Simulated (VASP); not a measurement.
# GaPH3 in VASP: single point with PBE

Aim: the single point of GaPH3 with PBE.

All numbers are computed with VASP 6.6.1; they aren't measurements. Logs are shortened: lines on timing, memory, paths and dates and some standing lists are left out, and cuts for length are marked.

**1. The cell of the first run**

The cell holds a wire or tube with vacuum around it, 30 atoms: a = 16.300 Å, b = 15.800 Å, c = 9.567 Å, α = 90.00°, β = 90.00°, γ = 90.00°.

**2. Single point, PBE**

The input, INCAR:

```
  PREC = Accurate
  ENCUT = 520
  EDIFF = 1E-6
  ISMEAR = 0
  SIGMA = 0.05
  LREAL = Auto
  LASPH = T
  NELM = 80
  ALGO = Normal
  ISIF = 2
  LWAVE = F
  LCHARG = T
  GGA = PE
  LELF = T
  LVHAR = T
  NBANDS = 84
```

The input, KPOINTS:

```
regular mesh
0
Gamma
  1 1 4
```

The input, POSCAR:

```
GaPH3
1.0
   16.3000000000      0.0000000000      0.0000000000
    0.0000000000     15.8000000000      0.0000000000
    0.0000000000      0.0000000000      9.5671373108
Ga P H
6 6 18
Direct
    0.5680650918      0.5111745358      0.0026848914
    0.4286486707      0.4896868209      0.3360128312
    0.3510264507      0.3712819089      0.0052240101
    0.6546496967      0.3658702765      0.3386333133
    0.5072509507      0.6396810957      0.6719738177
    0.5163812348      0.3758941583      0.6693390040
    0.5156356094      0.3800968599      0.4207929435
    0.6371204078      0.3878247947      0.0889354712
    0.4977119824      0.6130378576      0.4222676035
    0.3782818901      0.3759502371      0.7555526280
    0.4325570715      0.4882608118      0.0874624056
    0.5648659433      0.5084138867      0.7541368341
    0.6098049385      0.5918844541      0.0652508378
    0.4740121784      0.3040297047      0.3844014301
    0.3400141043      0.4867033656      0.3985642093
    0.6016944522      0.3156987714      0.0242457721
    0.7150312053      0.3846209430      0.0224882882
    0.4615328732      0.6842620000      0.3557211956
    0.5760106482      0.6173884001      0.3577061473
    0.3354947649      0.4437004422      0.6908764337
    0.3365863606      0.3079878656      0.6890707981
    0.2582661675      0.3908107531      0.0288162243
    0.3948392009      0.2887073516      0.0560981856
    0.7018935404      0.4464030440      0.3894947963
    0.6846870458      0.2732695718      0.3623084037
    0.4159850389      0.6415875341      0.7226771839
    0.5698624642      0.7129025452      0.6957495344
    0.3895322271      0.5634957039      0.0510802940
    0.5631782701      0.2982074450      0.7319492771
    0.6495218716      0.5093077168      0.7176794489
```

Potentials or basis: VASP PAW PBE potentials, release 64 (Ga_d, P, H).

Launch:

```sh
> cat potpaw_PBE.64/Ga_d/POTCAR potpaw_PBE.64/P/POTCAR potpaw_PBE.64/H/POTCAR > POTCAR
> mpirun -np 1 vasp_std > vasp.out
```

OUTCAR:

```text
PREC = Accurate
   ENCUT = 520
   EDIFF = 1E-6
   ISMEAR = 0
   LREAL = Auto
   LASPH = T
   NELM = 80
   ISIF = 2
   GGA = PE

 ion  position               nearest neighbor table
   1  0.568  0.511  0.003-  13 1.56  12 2.38  11 2.38   8 2.40
   2  0.429  0.490  0.336-  15 1.56  11 2.38   7 2.38   9 2.40
   3  0.351  0.371  0.005-  22 1.56  23 1.56  11 2.41  10 2.43
   4  0.655  0.366  0.339-  25 1.56  24 1.56   7 2.41   8 2.43
   5  0.507  0.640  0.672-  27 1.56  26 1.57  12 2.41   9 2.43
   6  0.516  0.376  0.669-  29 1.56   7 2.38  12 2.38  10 2.40
   7  0.516  0.380  0.421-  14 1.42   6 2.38   2 2.38   4 2.41
   8  0.637  0.388  0.089-  16 1.42  17 1.42   1 2.40   4 2.43
   9  0.498  0.613  0.422-  19 1.42  18 1.42   2 2.40   5 2.43
  10  0.378  0.376  0.756-  20 1.42  21 1.42   6 2.40   3 2.43
  11  0.433  0.488  0.087-  28 1.42   2 2.38   1 2.38   3 2.41
  12  0.565  0.508  0.754-  30 1.42   1 2.38   6 2.38   5 2.41
  13  0.610  0.592  0.065-   1 1.56
  14  0.474  0.304  0.384-   7 1.42
  15  0.340  0.487  0.399-   2 1.56
  16  0.602  0.316  0.024-   8 1.42
  17  0.715  0.385  0.022-   8 1.42
  18  0.462  0.684  0.356-   9 1.42
[... 10 lines left out ...]
  29  0.563  0.298  0.732-   6 1.56
  30  0.650  0.509  0.718-  12 1.42

  LATTYP: Found a simple orthorhombic cell.
 ALAT       =     9.5671373108
 B/A-ratio  =     1.6514866973
 C/A-ratio  =     1.7037489346

  Lattice vectors:

 A1 = (   0.0000000000,   0.0000000000,  -9.5671373108)
 A2 = (   0.0000000000,  15.8000000000,   0.0000000000)
 A3 = (  16.3000000000,   0.0000000000,   0.0000000000)

Analysis of symmetry for initial positions (statically):
=====================================================================
 Subroutine PRICEL returns:
 Original cell was already a primitive cell.

 Routine SETGRP: Setting up the symmetry group for a
 simple orthorhombic supercell.

 Subroutine GETGRP returns: Found  1 space group operations
 (whereof  1 operations were pure point group operations)
 out of a pool of  8 trial point group operations.

The static configuration has the point symmetry C_1 .

Analysis of symmetry for dynamics (positions and initial velocities):
=====================================================================
 Subroutine PRICEL returns:
 Original cell was already a primitive cell.

 Routine SETGRP: Setting up the symmetry group for a
[... 142 lines left out ...]
   EDIFFG = 0.1E-04   stopping-criterion for IOM
   NSW    =      0    number of steps for IOM
   IBRION =     -1    ionic relax: 0-MD 1-quasi-New 2-CG
   NFREE  =      0    steps in history (QN), initial steepest desc. (CG)
   ISIF   =      2    stress and relaxation
   ISYM   =      2    0-nonsym 1-usesym 2-fastsym
   POTIM  = 0.5000    time-step for ionic-motion
   TEBEG  =    0.0;   TEEND  =   0.0 temperature during run
   PSTRESS=    0.0 pullay stress
   NELECT =     126.0000    total number of electrons
   NUPDOWN=      -1.0000    fix difference up-down
   EMIN   =  10.00;   EMAX   =-10.00  energy-range for DOS
   EFERMI =   0.00;   METHOD = LEGACY
   ISMEAR =     0;   SIGMA  =   0.05  broadening in eV -4-tet -1-fermi 0-gaus
   EFERMI_NEDOS =   21; number of points for ismear=-14 and -15
   IALGO  =     38    algorithm
   IMIX   =      4    mixing-type and parameters
     AMIX     =   0.40;   BMIX     =  1.00
     AMIX_MAG =   1.60;   BMIX_MAG =  1.00
  volume/ion in A,a.u.               =      82.13       554.25
  Fermi-wavevector in a.u.,A,eV,Ry     =   0.607654  1.148299  5.023855  0.369243
  Thomas-Fermi vector in A             =   1.662195
   LORBIT       =      0    0 simple, 1 ext, 2 COOP (PROOUT), +10 PAW based schemes
   GGA     = PE    functional components
   LHFCALC =     F    Hartree Fock is set to
   AEXX    =    0.0000 exact exchange contribution
   IVDW    =     0    specifies the selected vdW correction
   LEPSILON=     F    determine dielectric tensor
   LRPA    =     F    only Hartree local field effects (RPA)
 non-spin polarized calculation
 Gauss-broadening in eV      SIGMA  =   0.05
  energy-cutoff  :      520.00
  volume of cell :     2463.92
 maximum number of plane-waves:     66362
 NGX is ok and might be reduce to   126
   NGX = 61   NGY = 59   NGZ = 35

 number of electron     126.0000000 magnetization

 Free energy of the ion-electron system (eV)
  ---------------------------------------------------
  ext. energy  EPLUGINS =         0.00000000
  ---------------------------------------------------
  free energy    TOTEN  =      -111.81330367 eV

  energy without entropy =     -111.81330367  energy(sigma->0) =     -111.81330367

 E-fermi :  -4.7814     XC(G=0):  -2.0007

 val. band max:       -5.0545302533   @ k =   0.0000   0.0000   0.0000
 cond. band min:      -0.9958500409   @ k =   0.0000   0.0000   0.5000
 fundamental gap:      4.0586802124
 Fermi energy:        -4.7813943015

 k-point     1 :       0.0000    0.0000    0.0000
  band No.  band energies     occupation
      1     -18.2342      2.00000
      2     -18.2339      2.00000
      3     -18.2329      2.00000
      4     -18.1970      2.00000
      5     -18.1968      2.00000
      6     -18.1687      2.00000
[... 223 lines left out ...]
     74       0.3361      0.00000
     75       0.3387      0.00000
 [bands above 75 left out]

------------------------ aborting loop because EDIFF is reached ----------------------------------------

  FORCE on cell =-STRESS in cart. coord.  units (eV):
  Direction    XX          YY          ZZ          XY          YZ          ZX
  --------------------------------------------------------------------------------------
  -------------------------------------------------------------------------------------
  Total       -0.5650369     -0.5594071     -0.3544071     -0.0023167      0.0030969     -0.0003059
  in kB       -0.3674183     -0.3637574     -0.2304551     -0.0015065      0.0020137     -0.0001989
  external PRESSURE =      -0.3205436 kB  Pullay stress =       0.0000000 kB

 VOLUME and BASIS-vectors are now :
 -----------------------------------------------------------------------------
  energy-cutoff  :      520.00
  volume of cell :     2463.92
      direct lattice vectors                 reciprocal lattice vectors
    16.300000000  0.000000000  0.000000000     0.061349693  0.000000000  0.000000000
     0.000000000 15.800000000  0.000000000     0.000000000  0.063291139  0.000000000
     0.000000000  0.000000000  9.567137311     0.000000000  0.000000000  0.104524475

 POSITION                                       TOTAL-FORCE (eV/Angst)
 -----------------------------------------------------------------------------------
      9.25946      8.07656      0.02569         0.009969      0.017127     -0.001450
      6.98697      7.73705      3.21468        -0.019212     -0.002360     -0.001186
      5.72173      5.86625      0.04998        -0.018517     -0.015191      0.017577
     10.67079      5.78075      3.23975         0.022818     -0.007604      0.019355
      8.26819     10.10696      6.42887        -0.006126      0.023735      0.017158
      8.41701      5.93913      6.40366         0.012191     -0.014610     -0.002722
[... 22 lines left out ...]
      9.17981      4.71168      7.00266        -0.013802      0.016723     -0.010463
     10.58721      8.04706      6.86614        -0.030106     -0.002986      0.004964
 -----------------------------------------------------------------------------------
    total drift:                               -0.002039      0.000548      0.008730

  FREE ENERGIE OF THE ION-ELECTRON SYSTEM (eV)
  ---------------------------------------------------
  free  energy   TOTEN  =      -111.8133036660 eV

  energy  without entropy=     -111.8133036660  energy(sigma->0) =     -111.81330367
```

OSZICAR:

```text
N       E                     dE             d eps       ncg     rms          rms(c)
DAV:   1     0.778997049196E+03    0.77900E+03   -0.44450E+04   608   0.108E+03
DAV:   2     0.102423074439E+02   -0.76875E+03   -0.74869E+03   696   0.238E+02
DAV:   3    -0.109860098254E+03   -0.12010E+03   -0.11953E+03   672   0.909E+01
[... 19 lines left out ...]
DAV:  23    -0.111813291048E+03   -0.15071E-04   -0.54900E-07   460   0.282E-03    0.512E-04
DAV:  24    -0.111813297641E+03   -0.65923E-05   -0.26261E-07   480   0.219E-03    0.391E-04
DAV:  25    -0.111813301341E+03   -0.37006E-05   -0.16216E-07   432   0.281E-03    0.227E-04
DAV:  26    -0.111813303088E+03   -0.17468E-05   -0.11356E-07   472   0.142E-03    0.209E-04
DAV:  27    -0.111813303666E+03   -0.57798E-06   -0.37366E-08   464   0.886E-04
   1 F= -.11181330E+03 E0= -.11181330E+03  d E =-.773434E-15
```

It took 49 min on 1 thread of Intel Xeon Platinum 8488C (Sapphire Rapids), shared host; peak memory 1.9 GiB.

Results:

| Property | Result |
| --- | --- |
| Free energy | -111.8133 eV |
| Largest force | 0.049 eV/Å |
| Band gap on the k mesh | 4.06 eV (least direct gap 4.25 eV) |

Forces in eV/Å, atoms in the order of the input:
```
Ga   0.010  0.017 -0.001
Ga  -0.019 -0.002 -0.001
Ga  -0.019 -0.015  0.018
Ga   0.023 -0.008  0.019
Ga  -0.006  0.024  0.017
Ga   0.012 -0.015 -0.003
P   -0.007 -0.036  0.001
P    0.019 -0.027 -0.033
P    0.011  0.027 -0.033
P   -0.032 -0.001 -0.036
P   -0.029  0.023 -0.002
P    0.036  0.014 -0.003
H   -0.008 -0.020 -0.010
H    0.012  0.028  0.005
H    0.021  0.004 -0.011
H    0.012  0.029  0.016
H   -0.028  0.003  0.020
H    0.012 -0.026  0.020
H   -0.031 -0.004  0.016
H    0.019 -0.025  0.016
H    0.017  0.023  0.020
H    0.027  0.000 -0.002
H   -0.010  0.019 -0.010
H   -0.011 -0.018 -0.010
H   -0.013  0.023 -0.002
H    0.021 -0.001 -0.010
H   -0.013 -0.023 -0.002
H    0.018 -0.025  0.005
H   -0.014  0.017 -0.010
H   -0.030 -0.003  0.005
```

Levels at points of the mesh, in eV from the valence-band top:
```
           k point  band 61  band 62  band 63  band 64  band 65  band 66
(0.00, 0.00, 0.00)    -0.37    -0.37     0.00     4.25     4.26     4.26
(0.00, 0.00, 0.50)    -0.44    -0.39    -0.39     4.06     4.15     4.15
```
